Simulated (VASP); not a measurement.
# C (C2/m) in VASP: notebook, part 2 of 2

VASP 6.6.1.

### 5 Single point, PBE+D3(BJ) (atoms displaced along a vibrational mode)

INCAR reads:

```
PREC     = Accurate       # precision mode
ENCUT    = 520            # plane-wave cutoff, eV
EDIFF    = 1E-7           # SCF threshold, eV
ISMEAR   = 0              # smearing method
SIGMA    = 0.05           # smearing width, eV
LREAL    = False          # projectors in reciprocal space
LASPH    = True           # aspherical terms in the spheres
NELM     = 60             # most SCF steps
ALGO     = Normal         # electronic algorithm
ISIF     = 2              # what is computed and relaxed
LWAVE    = False          # write WAVECAR
LCHARG   = False          # write CHGCAR
GGA      = PE             # functional
IVDW     = 12             # dispersion correction
NBANDS   = 11             # bands
```

KPOINTS reads:

```
Automatic mesh
0
Gamma
  15 15 15
```

POSCAR reads:

```
C
1.0
    1.2324984681      0.7115833223      3.3613878357
   -1.2324984681      0.7115833223      3.3613878357
    0.0000000000     -1.4231666447      3.3613878357
C
2
Direct
    0.1560557091      0.1560557091      0.1876753372
    0.8439442909      0.8439442909      0.8123246628
```

Potentials or basis: VASP PAW PBE potentials, release 64 (C).

Launch:

```sh
$ cat potpaw_PBE.64/C/POTCAR > POTCAR
$ mpirun -np 1 vasp_std > vasp.out
```

OUTCAR:

```text
PREC = Accurate
   ENCUT = 520
   EDIFF = 1E-7
   ISMEAR = 0
   LREAL = False
   LASPH = True
   NELM = 60
   ISIF = 2
   GGA = PE
   IVDW = 12
 IVDW          = 12

 ion  position               nearest neighbor table
   1  0.156  0.156  0.188-   2 1.33   2 1.47   2 1.47
   2  0.844  0.844  0.812-   1 1.33   1 1.47   1 1.47

  LATTYP: Found a trigonal (rhomboedric) cell.
 ALAT       =     3.6502508791
 COS(alpha) =     0.7719881893

  Lattice vectors:

 A1 = (   1.2324984681,   0.7115833223,   3.3613878357)
 A2 = (  -1.2324984681,   0.7115833223,   3.3613878357)
 A3 = (   0.0000000000,  -1.4231666447,   3.3613878357)

Analysis of symmetry for initial positions (statically):
=====================================================================
 Subroutine PRICEL returns:
 Original cell was already a primitive cell.

 Routine SETGRP: Setting up the symmetry group for a
 trigonal (rhombohedral) supercell.

 Subroutine GETGRP returns: Found  4 space group operations
 (whereof  4 operations were pure point group operations)
 out of a pool of 12 trial point group operations.

The static configuration has the point symmetry C_2h.

Analysis of symmetry for dynamics (positions and initial velocities):
=====================================================================
 Subroutine PRICEL returns:
 Original cell was already a primitive cell.

 Routine SETGRP: Setting up the symmetry group for a
 trigonal (rhombohedral) supercell.

 Subroutine GETGRP returns: Found  4 space group operations
 (whereof  4 operations were pure point group operations)
 out of a pool of 12 trial point group operations.

The dynamic configuration has the point symmetry C_2h.

 Subroutine INISYM returns: Found  4 space group operations
 (whereof  4 operations are pure point group operations),
 and found     1 'primitive' translations

----------------------------------------------------------------------------------------

                                     Primitive cell

  volume of cell :      17.6881

  direct lattice vectors                    reciprocal lattice vectors
     1.232498468  0.711583322  3.361387836     0.405680017  0.234219467  0.099165389
    -1.232498468  0.711583322  3.361387836    -0.405680017  0.234219467  0.099165389
     0.000000000 -1.423166645  3.361387836     0.000000000 -0.468438935  0.099165389

  length of vectors
     3.650250879  3.650250879  3.650250879     0.478820227  0.478820227  0.478820227

  position of ions in fractional coordinates (direct lattice)
     0.156055709  0.156055709  0.187675337
     0.843944291  0.843944291  0.812324663

  ion indices of the primitive-cell ions
   primitive index   ion index
                 1           1
                 2           2

----------------------------------------------------------------------------------------

 KPOINTS: Automatic mesh

Automatic generation of k-mesh.
 Grid dimensions read from file:
 generate k-points for:   15   15   15

 Generating k-lattice:

  Cartesian coordinates                     Fractional coordinates (reciprocal lattice)
     0.027045334  0.015614631  0.006611026     0.066666667  0.000000000  0.000000000
[... 39 lines left out ...]
  0.266667  0.066667  0.000000      4.000000
 [... further k-points ...]
   k-points           NKPTS =    904   k-points in BZ     NKDIM =    904   number of bands    NBANDS=     11
   number of dos      NEDOS =    301   number of ions     NIONS =      2
   total plane-waves  NPLWV =  21952
   dimension x,y,z NGX =    28 NGY =   28 NGZ =   28
   dimension x,y,z NGXF=    56 NGYF=   56 NGZF=   56
   ions per type =               2
   NGX,Y,Z   is equivalent  to a cutoff of  12.75, 12.75, 12.75 a.u.
   NGXF,Y,Z  is equivalent  to a cutoff of  25.50, 25.50, 25.50 a.u.
 SYSTEM =  unknown system
   PREC   = accura    normal or accurate (medium, high low for compatibility)
   ISTART =      0    job   : 0-new  1-cont  2-samecut
   ICHARG =      2    charge: 1-file 2-atom 10-const
   ISPIN  =      1    spin polarized calculation?
   LNONCOLLINEAR =      F non collinear calculations
   LSORBIT =      F    spin-orbit coupling
   LASPH  =      T    aspherical Exc in radial PAW
   ENCUT  =  520.0 eV  38.22 Ry    6.18 a.u.   6.79  6.79  6.79*2*pi/ulx,y,z
   NELM   =     60;   NELMIN=  2; NELMDL= -5     # of ELM steps
   EDIFF  = 0.1E-06   stopping-criterion for ELM
   LREAL  =      F    real-space projection
   EDIFFG = 0.1E-05   stopping-criterion for IOM
   NSW    =      0    number of steps for IOM
   IBRION =     -1    ionic relax: 0-MD 1-quasi-New 2-CG
   NFREE  =      0    steps in history (QN), initial steepest desc. (CG)
   ISIF   =      2    stress and relaxation
   ISYM   =      2    0-nonsym 1-usesym 2-fastsym
   POTIM  = 0.5000    time-step for ionic-motion
   TEBEG  =    0.0;   TEEND  =   0.0 temperature during run
   PSTRESS=    0.0 pullay stress
   NELECT =       8.0000    total number of electrons
   NUPDOWN=      -1.0000    fix difference up-down
   EMIN   =  10.00;   EMAX   =-10.00  energy-range for DOS
   EFERMI =   0.00;   METHOD = LEGACY
   ISMEAR =     0;   SIGMA  =   0.05  broadening in eV -4-tet -1-fermi 0-gaus
   EFERMI_NEDOS =   21; number of points for ismear=-14 and -15
   IALGO  =     38    algorithm
   IMIX   =      4    mixing-type and parameters
     AMIX     =   0.40;   BMIX     =  1.00
     AMIX_MAG =   1.60;   BMIX_MAG =  1.00
  volume/ion in A,a.u.               =       8.84        59.68
  Fermi-wavevector in a.u.,A,eV,Ry     =   1.256640  2.374705 21.485554  1.579144
  Thomas-Fermi vector in A             =   2.390338
   LORBIT       =      0    0 simple, 1 ext, 2 COOP (PROOUT), +10 PAW based schemes
   GGA     = PE    functional components
   LHFCALC =     F    Hartree Fock is set to
   AEXX    =    0.0000 exact exchange contribution
   IVDW    =    12    specifies the selected vdW correction
   LEPSILON=     F    determine dielectric tensor
   LRPA    =     F    only Hartree local field effects (RPA)
 non-spin polarized calculation
 Gauss-broadening in eV      SIGMA  =   0.05
  energy-cutoff  :      520.00
  volume of cell :       17.69
 maximum number of plane-waves:       490
   NGX = 13   NGY = 13   NGZ = 13

 number of electron       8.0000000 magnetization

 Free energy of the ion-electron system (eV)
  ---------------------------------------------------
  ext. energy  EPLUGINS =         0.00000000
  ---------------------------------------------------
  free energy    TOTEN  =       -18.18966769 eV

  energy without entropy =      -18.18966769  energy(sigma->0) =      -18.18966769

 E-fermi :   4.6661     XC(G=0): -10.3020

 val. band max:        4.4269705925   @ k =   0.3333   0.0667  -0.2667
 cond. band min:       4.8850350101   @ k =   0.4000   0.1333  -0.2000
 fundamental gap:      0.4580644177
 Fermi energy:         4.6660507467

 k-point     1 :       0.0000    0.0000    0.0000
  band No.  band energies     occupation
      1     -15.0042      2.00000
      2      -1.9292      2.00000
      3       0.3818      2.00000
      4       3.0442      2.00000
      5       8.9376      0.00000
      6      11.2882      0.00000
      7      14.6300      0.00000
      8      16.0886      0.00000
      9      17.4899      0.00000
     10      27.3281      0.00000
     11      29.9157      0.00000
[... 309 lines left out ...]
 k-point    24 :       0.2667    0.0667    0.0000
  band No.  band energies     occupation
      1     -13.6135      2.00000
      2      -2.5409      2.00000
      3      -0.6639      2.00000
      4      -0.2883      2.00000
      5      11.1066      0.00000
      6      12.2855      0.00000
      7      12.8206      0.00000
      8      17.5376      0.00000
      9      20.3016      0.00000
     10      23.7542      0.00000
     11      27.7831      0.00000

 [... further k-points ...]

------------------------ aborting loop because EDIFF is reached ----------------------------------------

 Edisp (eV)   -0.31214

 E8    (eV) :    -0.0884

  FORCE on cell =-STRESS in cart. coord.  units (eV):
  Direction    XX          YY          ZZ          XY          YZ          ZX
  --------------------------------------------------------------------------------------
  -------------------------------------------------------------------------------------
  Total      -0.44448     1.91772     0.01152     0.00000    -0.00908     0.00000
  in kB     -40.26062   173.70522     1.04357     0.00000    -0.82213     0.00000
  external pressure =       44.83 kB  Pullay stress =        0.00 kB

 VOLUME and BASIS-vectors are now :
 -----------------------------------------------------------------------------
  energy-cutoff  :      520.00
  volume of cell :       17.69
      direct lattice vectors                 reciprocal lattice vectors
     1.232498468  0.711583322  3.361387836     0.405680017  0.234219467  0.099165389
    -1.232498468  0.711583322  3.361387836    -0.405680017  0.234219467  0.099165389
     0.000000000 -1.423166645  3.361387836     0.000000000 -0.468438935  0.099165389

 POSITION                                       TOTAL-FORCE (eV/Angst)
 -----------------------------------------------------------------------------------
      0.00000     -0.04500      1.67998         0.000000      5.370380      0.009228
      0.00000      0.04500      8.40419         0.000000     -5.370380     -0.009228
 -----------------------------------------------------------------------------------
    total drift:                               -0.000000      0.000000     -0.000000

  FREE ENERGIE OF THE ION-ELECTRON SYSTEM (eV)
  ---------------------------------------------------
  free  energy   TOTEN  =       -18.5018059592 eV

  energy  without entropy=      -18.5018059592  energy(sigma->0) =      -18.50180596
```

Run time: 7.1 min. Hardware: 1 thread of Intel Xeon 8259CL, shared host; peak memory 0.28 GiB.

Results:

```
Free energy                : -18.5018 eV
Pressure                   : 4.5 GPa
Largest force              : 5.370 eV/Å
Dispersion energy per atom : -0.156 eV
```

Forces on the atoms (eV/Å):
```
C    0.000  5.370  0.009
C    0.000 -5.370 -0.009
```

Caveat: the cell differs from its parent crystal (atoms displaced along a vibrational mode); the cell stands under pressure; forces of over 1 eV/Å act on the atoms, so gaps and moduli don't describe the material at rest.

### 6 Summary

| cell | pressure (GPa) | largest force (eV/Å) |
| --- | --- | --- |
| as given, atomic positions A | 3.1 | 4.48 |
| as given, atomic positions B | 3.8 | 5.48 |
| as given, atomic positions C | 2.1 | 3.51 |
| as given, atomic positions D | 4.5 | 5.37 |

Alike in all rows: task single point; level PBE+D3(BJ); potentials or basis VASP PAW PBE potentials, release 64 (C); no spin polarisation; k mesh 15 × 15 × 15; cutoff (eV) 520; smearing gaussian 0.05 eV.

Caveats: forces of over 1 eV/Å act on the atoms, so gaps and moduli don't describe the material at rest; the cell stands under pressure (at least some runs).

Absolute energies hang on the potentials; compare differences alone.
